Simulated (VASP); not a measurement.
# Bi (R-3m) in VASP: further runs

Bi is run at these levels: PBEsol; tasks: single point.

All numbers are computed with VASP 6.6.1; they aren't measurements. Logs are shortened: lines on timing, memory, paths and dates and some standing lists are left out, and cuts for length are marked.

## 1. The cell of the first run

The structure is trigonal, space group R-3m (No. 166). The conventional cell has a = 4.642 Å, b = 4.642 Å, c = 11.953 Å, α = 90.00°, β = 90.00°, γ = 120.00°. Within 4.2 Å of Bi (site symmetry 3m) lie 6 Bi at 3.16 to 3.54 Å.

## 2. Single point, PBEsol (37.18 Å³/atom)

Contents of INCAR:

```
PREC     = Accurate       # precision mode
ENCUT    = 520            # plane-wave cutoff, eV
EDIFF    = 1E-6           # SCF threshold, eV
ISMEAR   = -1             # smearing method
SIGMA    = 0.1            # smearing width, eV
LREAL    = F              # projectors in reciprocal space
LASPH    = T              # aspherical terms in the spheres
NELM     = 60             # most SCF steps
ALGO     = Normal         # electronic algorithm
ISIF     = 2              # what is computed and relaxed
LWAVE    = F              # write WAVECAR
LCHARG   = T              # write CHGCAR
GGA      = PS             # functional
LELF     = T              # ELF
LVHAR    = T            
NBANDS   = 22             # bands
```

Contents of KPOINTS:

```
Automatic mesh
0
Gamma
  14 14 14
```

Contents of POSCAR:

```
Bi
1.0
    2.3210973980      1.3400862075      3.9844231435
   -2.3210973980      1.3400862075      3.9844231435
    0.0000000000     -2.6801724151      3.9844231435
Bi
2
Direct
    0.2366491837      0.2366491837      0.2366491837
    0.7633508163      0.7633508163      0.7633508163
```

Potentials or basis: VASP PAW PBE potentials, release 64 (Bi_d).

Started as:

```bash
> cat potpaw_PBE.64/Bi_d/POTCAR > POTCAR
> mpirun -np 1 vasp_std > vasp.out
```

OUTCAR:

```text
PREC = Accurate
   ENCUT = 520
   EDIFF = 1E-6
   ISMEAR = -1
   LREAL = F
   LASPH = T
   NELM = 60
   ISIF = 2
   GGA = PS

 ion  position               nearest neighbor table
   1  0.237  0.237  0.237-   2 3.16   2 3.16   2 3.16   2 3.54   2 3.54   2 3.54
   2  0.763  0.763  0.763-   1 3.16   1 3.16   1 3.16   1 3.54   1 3.54   1 3.54

  LATTYP: Found a trigonal (rhomboedric) cell.
 ALAT       =     4.8019737568
 COS(alpha) =     0.5327200352

  Lattice vectors:

 A1 = (   2.3210973980,   1.3400862075,   3.9844231435)
 A2 = (  -2.3210973980,   1.3400862075,   3.9844231435)
 A3 = (   0.0000000000,  -2.6801724151,   3.9844231435)

Analysis of symmetry for initial positions (statically):
=====================================================================
 Subroutine PRICEL returns:
 Original cell was already a primitive cell.

 Routine SETGRP: Setting up the symmetry group for a
 trigonal (rhombohedral) supercell.

 Subroutine GETGRP returns: Found 12 space group operations
 (whereof 12 operations were pure point group operations)
 out of a pool of 12 trial point group operations.

The static configuration has the point symmetry D_3d.

Analysis of symmetry for dynamics (positions and initial velocities):
=====================================================================
 Subroutine PRICEL returns:
 Original cell was already a primitive cell.

 Routine SETGRP: Setting up the symmetry group for a
 trigonal (rhombohedral) supercell.

 Subroutine GETGRP returns: Found 12 space group operations
 (whereof 12 operations were pure point group operations)
 out of a pool of 12 trial point group operations.

The dynamic configuration has the point symmetry D_3d.

 Subroutine INISYM returns: Found 12 space group operations
 (whereof 12 operations are pure point group operations),
 and found     1 'primitive' translations

----------------------------------------------------------------------------------------

                                     Primitive cell

  volume of cell :      74.3606

  direct lattice vectors                    reciprocal lattice vectors
     2.321097398  1.340086207  3.984423143     0.215415346  0.124370108  0.083659120
    -2.321097398  1.340086207  3.984423143    -0.215415346  0.124370108  0.083659120
     0.000000000 -2.680172415  3.984423143     0.000000000 -0.248740216  0.083659120

  length of vectors
     4.801973757  4.801973757  4.801973757     0.262431979  0.262431979  0.262431979

  position of ions in fractional coordinates (direct lattice)
     0.236649184  0.236649184  0.236649184
     0.763350816  0.763350816  0.763350816

  ion indices of the primitive-cell ions
   primitive index   ion index
                 1           1
                 2           2

----------------------------------------------------------------------------------------

 KPOINTS: Automatic mesh

Automatic generation of k-mesh.
 Grid dimensions read from file:
 generate k-points for:   14   14   14

 Generating k-lattice:

  Cartesian coordinates                     Fractional coordinates (reciprocal lattice)
     0.015386810  0.008883579  0.005975651     0.071428571  0.000000000  0.000000000
    -0.015386810  0.008883579  0.005975651     0.000000000  0.071428571  0.000000000
     0.000000000 -0.017767158  0.005975651     0.000000000  0.000000000  0.071428571

  Length of vectors
     0.018745141  0.018745141  0.018745141

  Shift w.r.t. Gamma in fractional coordinates (k-lattice)
     0.000000000  0.000000000  0.000000000

 Subroutine IBZKPT returns following result:
 ===========================================

 Found    288 irreducible k-points:

 Following reciprocal coordinates:
            Coordinates               Weight
  0.000000  0.000000  0.000000      1.000000
  0.071429  0.000000 -0.000000      6.000000
  0.142857  0.000000 -0.000000      6.000000
  0.214286 -0.000000 -0.000000      6.000000
  0.285714  0.000000 -0.000000      6.000000
  0.357143 -0.000000 -0.000000      6.000000
[... 16 lines left out ...]
  0.214286  0.142857 -0.000000     12.000000
  0.285714  0.142857 -0.000000     12.000000
 [... further k-points ...]
   k-points           NKPTS =    288   k-points in BZ     NKDIM =    288   number of bands    NBANDS=     22
   number of dos      NEDOS =    301   number of ions     NIONS =      2
   total plane-waves  NPLWV =  46656
   dimension x,y,z NGX =    36 NGY =   36 NGZ =   36
   dimension x,y,z NGXF=    72 NGYF=   72 NGZF=   72
   ions per type =               2
   NGX,Y,Z   is equivalent  to a cutoff of  12.46, 12.46, 12.46 a.u.
   NGXF,Y,Z  is equivalent  to a cutoff of  24.93, 24.93, 24.93 a.u.
 SYSTEM =  unknown system
   PREC   = accura    normal or accurate (medium, high low for compatibility)
   ISTART =      0    job   : 0-new  1-cont  2-samecut
   ICHARG =      2    charge: 1-file 2-atom 10-const
   ISPIN  =      1    spin polarized calculation?
   LNONCOLLINEAR =      F non collinear calculations
   LSORBIT =      F    spin-orbit coupling
   LASPH  =      T    aspherical Exc in radial PAW
   ENCUT  =  520.0 eV  38.22 Ry    6.18 a.u.   8.93  8.93  8.93*2*pi/ulx,y,z
   NELM   =     60;   NELMIN=  2; NELMDL= -5     # of ELM steps
   EDIFF  = 0.1E-05   stopping-criterion for ELM
   LREAL  =      F    real-space projection
   EDIFFG = 0.1E-04   stopping-criterion for IOM
   NSW    =      0    number of steps for IOM
   IBRION =     -1    ionic relax: 0-MD 1-quasi-New 2-CG
   NFREE  =      0    steps in history (QN), initial steepest desc. (CG)
   ISIF   =      2    stress and relaxation
   ISYM   =      2    0-nonsym 1-usesym 2-fastsym
   POTIM  = 0.5000    time-step for ionic-motion
   TEBEG  =    0.0;   TEEND  =   0.0 temperature during run
   PSTRESS=    0.0 pullay stress
   NELECT =      30.0000    total number of electrons
   NUPDOWN=      -1.0000    fix difference up-down
   EMIN   =  10.00;   EMAX   =-10.00  energy-range for DOS
   EFERMI =   0.00;   METHOD = LEGACY
   ISMEAR =    -1;   SIGMA  =   0.10  broadening in eV -4-tet -1-fermi 0-gaus
   EFERMI_NEDOS =   21; number of points for ismear=-14 and -15
   IALGO  =     38    algorithm
   IMIX   =      4    mixing-type and parameters
     AMIX     =   0.40;   BMIX     =  1.00
     AMIX_MAG =   1.60;   BMIX_MAG =  1.00
  volume/ion in A,a.u.               =      37.18       250.91
  Fermi-wavevector in a.u.,A,eV,Ry     =   1.209672  2.285949 19.909493  1.463306
  Thomas-Fermi vector in A             =   2.345242
   LORBIT       =      0    0 simple, 1 ext, 2 COOP (PROOUT), +10 PAW based schemes
   GGA     = PS    functional components
   LHFCALC =     F    Hartree Fock is set to
   AEXX    =    0.0000 exact exchange contribution
   IVDW    =     0    specifies the selected vdW correction
   LEPSILON=     F    determine dielectric tensor
   LRPA    =     F    only Hartree local field effects (RPA)
 non-spin polarized calculation
  energy-cutoff  :      520.00
  volume of cell :       74.36
 maximum number of plane-waves:      2024
   NGX = 17   NGY = 17   NGZ = 17

 number of electron      29.9999999 magnetization

 Free energy of the ion-electron system (eV)
  ---------------------------------------------------
  ext. energy  EPLUGINS =         0.00000000
  ---------------------------------------------------
  free energy    TOTEN  =        -8.54932495 eV

  energy without entropy =       -8.53512027  energy(sigma->0) =       -8.54222261

 E-fermi :   5.5652     XC(G=0):  -9.4594

 val. band max:        5.5159908838   @ k =   0.4286  -0.0000  -0.0000
 cond. band min:       5.6418339345   @ k =  -0.4286   0.5000   0.4286
 fundamental gap:      0.1258430507
 Fermi energy:         5.5651678559

 k-point     1 :       0.0000    0.0000    0.0000
  band No.  band energies     occupation
      1     -17.2169      2.00000
      2     -17.2169      2.00000
      3     -17.0924      2.00000
      4     -17.0924      2.00000
      5     -17.0841      2.00000
      6     -16.9449      2.00000
[... 14 lines left out ...]
     21      11.2043      0.00000
     22      11.3181      0.00000

 k-point     2 :       0.0714    0.0000   -0.0000
  band No.  band energies     occupation
      1     -17.2135      2.00000
      2     -17.2128      2.00000
      3     -17.0909      2.00000
      4     -17.0901      2.00000
      5     -17.0820      2.00000
      6     -16.9467      2.00000
[... 14 lines left out ...]
     21      11.2591      0.00000
     22      11.7775      0.00000

 k-point     3 :       0.1429    0.0000   -0.0000
  band No.  band energies     occupation
      1     -17.2034      2.00000
      2     -17.2008      2.00000
      3     -17.0867      2.00000
      4     -17.0836      2.00000
      5     -17.0759      2.00000
      6     -16.9523      2.00000
[... 14 lines left out ...]
     21      11.4683      0.00000
     22      12.7205      0.00000

 k-point     4 :       0.2143   -0.0000   -0.0000
  band No.  band energies     occupation
      1     -17.1877      2.00000
      2     -17.1814      2.00000
      3     -17.0806      2.00000
      4     -17.0732      2.00000
      5     -17.0658      2.00000
      6     -16.9622      2.00000
[... 14 lines left out ...]
     21      11.8685      0.00000
     22      13.8746      0.00000

 k-point     5 :       0.2857    0.0000   -0.0000
  band No.  band energies     occupation
      1     -17.1679      2.00000
      2     -17.1558      2.00000
      3     -17.0734      2.00000
      4     -17.0597      2.00000
      5     -17.0521      2.00000
      6     -16.9765      2.00000
[... 14 lines left out ...]
     21      12.4472      0.00000
     22      14.9985      0.00000

 k-point     6 :       0.3571   -0.0000   -0.0000
  band No.  band energies     occupation
      1     -17.1469      2.00000
      2     -17.1257      2.00000
      3     -17.0663      2.00000
      4     -17.0444      2.00000
      5     -17.0362      2.00000
      6     -16.9946      2.00000
[... 14 lines left out ...]
     21      13.1789      0.00000
     22      15.3485      0.00000

 k-point     7 :       0.4286   -0.0000   -0.0000
  band No.  band energies     occupation
      1     -17.1295      2.00000
      2     -17.0940      2.00000
      3     -17.0607      2.00000
      4     -17.0293      2.00000
      5     -17.0287      2.00000
      6     -17.0056      2.00000
[... 324 lines left out ...]
      6     -16.9601      2.00000
[... 14 lines left out ...]
     21      11.9684      0.00000
     22      12.8346      0.00000

 k-point    21 :      -0.0714    0.0714    0.0000
  band No.  band energies     occupation
      1     -17.2118      2.00000
      2     -17.2019      2.00000
      3     -17.0894      2.00000
      4     -17.0863      2.00000
      5     -17.0775      2.00000
      6     -16.9508      2.00000
[... 14 lines left out ...]
     21      11.5218      0.00000
     22      12.1321      0.00000

 k-point    22 :       0.1429    0.1429   -0.0000
  band No.  band energies     occupation
      1     -17.2149      2.00000
      2     -17.1825      2.00000
      3     -17.0924      2.00000
      4     -17.0782      2.00000
      5     -17.0713      2.00000
      6     -16.9562      2.00000
[... 14 lines left out ...]
     21      11.9893      0.00000
     22      12.0999      0.00000

 k-point    23 :       0.2143    0.1429   -0.0000
  band No.  band energies     occupation
      1     -17.2103      2.00000
      2     -17.1642      2.00000
      3     -17.0909      2.00000
      4     -17.0712      2.00000
      5     -17.0627      2.00000
      6     -16.9642      2.00000
[... 14 lines left out ...]
     21      12.2887      0.00000
     22      12.6650      0.00000

 k-point    24 :       0.2857    0.1429   -0.0000
  band No.  band energies     occupation
      1     -17.1986      2.00000
      2     -17.1422      2.00000
      3     -17.0849      2.00000
      4     -17.0641      2.00000
      5     -17.0504      2.00000
      6     -16.9761      2.00000
[... 14 lines left out ...]
     21      12.8193      0.00000
     22      13.5966      0.00000

 [... further k-points ...]

------------------------ aborting loop because EDIFF is reached ----------------------------------------

  FORCE on cell =-STRESS in cart. coord.  units (eV):
  Direction    XX          YY          ZZ          XY          YZ          ZX
  --------------------------------------------------------------------------------------
  -------------------------------------------------------------------------------------
  Total       -1.5808613     -1.5808613     -1.3937032      0.0000000      0.0000000      0.0000000
  in kB      -34.0613244    -34.0613244    -30.0288069      0.0000000      0.0000000      0.0000000
  external PRESSURE =     -32.7171519 kB  Pullay stress =       0.0000000 kB

 VOLUME and BASIS-vectors are now :
 -----------------------------------------------------------------------------
  energy-cutoff  :      520.00
  volume of cell :       74.36
      direct lattice vectors                 reciprocal lattice vectors
     2.321097398  1.340086207  3.984423143     0.215415346  0.124370108  0.083659120
    -2.321097398  1.340086207  3.984423143    -0.215415346  0.124370108  0.083659120
     0.000000000 -2.680172415  3.984423143     0.000000000 -0.248740216  0.083659120

 POSITION                                       TOTAL-FORCE (eV/Angst)
 -----------------------------------------------------------------------------------
      0.00000     -0.00000      2.82873         0.000000      0.000000     -0.252065
      0.00000     -0.00000      9.12454         0.000000     -0.000000      0.252065
 -----------------------------------------------------------------------------------
    total drift:                                0.000000      0.000000      0.000000

  FREE ENERGIE OF THE ION-ELECTRON SYSTEM (eV)
  ---------------------------------------------------
  free  energy   TOTEN  =        -8.5493249454 eV

  energy  without entropy=       -8.5351202728  energy(sigma->0) =       -8.54222261
```

Run time: 2 min. Hardware: 1 thread of Intel Xeon 6975P-C (Granite Rapids), shared host; peak memory 0.47 GiB.

Results:

| Quantity | Value |
| --- | --- |
| Free energy | -8.5493 eV |
| Pressure | -3.3 GPa |
| Largest force | 0.252 eV/Å |
| Band gap on the k mesh | zero (bands 15 and 16 overlap by 0.21 eV) |

Forces on the atoms (eV/Å):
```
Bi   0.000  0.000 -0.252
Bi   0.000  0.000  0.252
```

Stress tensor (GPa, compression positive):
```
-3.41  0.00  0.00
 0.00 -3.41  0.00
 0.00  0.00 -3.00
```

Caveat: the cell stands under tension; the PAW data sets were made with another functional, which shifts forces and pressure a little; spin-orbit coupling is left out, which moves the levels of the heavy elements.

## 3. Single point, PBEsol (38.56 Å³/atom)

This run uses another cell than the first one, of 38.56 Å³/atom.

Contents of INCAR:

```
SYSTEM = Bi
PREC = Accurate
ENCUT = 520
EDIFF = 1E-6
ISMEAR = -1
SIGMA = 0.1
LREAL = .False.
LASPH = .True.
NELM = 80
ALGO = Normal
ISIF = 2
LWAVE = .False.
LCHARG = .False.
GGA = PS
NBANDS = 22
```

Contents of KPOINTS:

```
regular mesh
0
Gamma
  14 14 14
  0 0 0
```

Contents of POSCAR:

```
Bi
1.0
    2.3494062538      1.3564303331      4.0330184589
   -2.3494062538      1.3564303331      4.0330184589
    0.0000000000     -2.7128606662      4.0330184589
Bi
2
Direct
    0.2366491837      0.2366491837      0.2366491837
    0.7633508163      0.7633508163      0.7633508163
```

Potentials or basis: VASP PAW PBE potentials, release 64 (Bi_d).

Started as:

```bash
> cat potpaw_PBE.64/Bi_d/POTCAR > POTCAR
> mpirun -np 1 vasp_std > vasp.out
```

It took 2 min on 1 thread of Intel Xeon 6975P-C (Granite Rapids), shared host; peak memory 0.48 GiB.

Results (log left out):

| Item | Value |
| --- | --- |
| Free energy | -8.4839 eV |
| Pressure | -4.4 GPa |
| Largest force | 0.366 eV/Å |
| Band gap on the k mesh | zero (bands 15 and 16 overlap by 0.19 eV) |

Forces on the atoms (eV/Å):
```
Bi   0.000  0.000 -0.366
Bi   0.000  0.000  0.366
```

Stress tensor (GPa, compression positive):
```
-4.60  0.00  0.00
 0.00 -4.60  0.00
 0.00  0.00 -4.06
```

Levels at points of the mesh, in eV from the Fermi level:
| k point | band 11 | band 12 | band 13 | band 14 | band 15 | band 16 | band 17 | band 18 | band 19 | band 20 |
| --- | --- | --- | --- | --- | --- | --- | --- | --- | --- | --- |
| (0.00, 0.00, 0.00) | -12.52 | -7.87 | -1.31 | -1.10 | -1.10 | 2.51 | 2.77 | 2.77 | 5.46 | 5.59 |
| (0.50, 0.00, 0.00) | -10.83 | -10.35 | -1.08 | -0.90 | -0.33 | -0.26 | 0.42 | 0.81 | 7.41 | 8.07 |
| (0.50, 0.50, 0.00) | -10.98 | -9.46 | -4.25 | -2.71 | -2.60 | 2.56 | 4.43 | 4.86 | 5.98 | 8.79 |
| (0.50, 0.50, 0.50) | -11.34 | -9.91 | -0.89 | -0.47 | -0.47 | 0.40 | 0.55 | 0.55 | 6.93 | 8.54 |

Caveat: the cell stands under tension; the PAW data sets were made with another functional, which shifts forces and pressure a little; spin-orbit coupling is left out, which moves the levels of the heavy elements.

The gap in the log of VASP goes by the Fermi energy; the results here count the filled bands.